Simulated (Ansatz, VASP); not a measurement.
## TiAl: VASP beside Ansatz

```xyz
2
Lattice="3.1791 0.0079 0.0000 0.0079 3.1791 0.0000 0.0000 0.0000 3.1791" Properties=species:S:1:pos:R:3 pbc="T T T"
Ti    0.0000    0.0000    0.0000
Al    1.5935    1.5935    1.5895
```

Change from the starting cell: strain +0.0050 x Voigt [0, 0, 0, 0, 0, 1], atoms carried along.

Alike in both runs: task single point; functional PBEsol; k mesh 16 × 16 × 16; occupations gaussian, width 0.15 eV; no spin polarisation.

|  | VASP | Ansatz |
| --- | --- | --- |
| version | VASP 6.6.1 | Ansatz 0.2.0 |
| potentials or method | VASP PAW PBE potentials, release 64 (Ti_sv, Al), cutoff 520 eV | scalar-relativistic, plane waves, PAW |
| valence electrons in the cell | 15 | 15 |

```tsv
	VASP	Ansatz	Ansatz less VASP
gap on the k mesh at the Fermi level (eV)	none	none	-
pressure (GPa)	-2.3	-2.4	-0.06
traceless stress, the component that is largest in VASP (GPa)	-0.34	-0.34	+0.001
```

VASP's potentials were made for PBE, not for PBEsol. A gap of «none» marks a metal or a gap that the smearing closes.
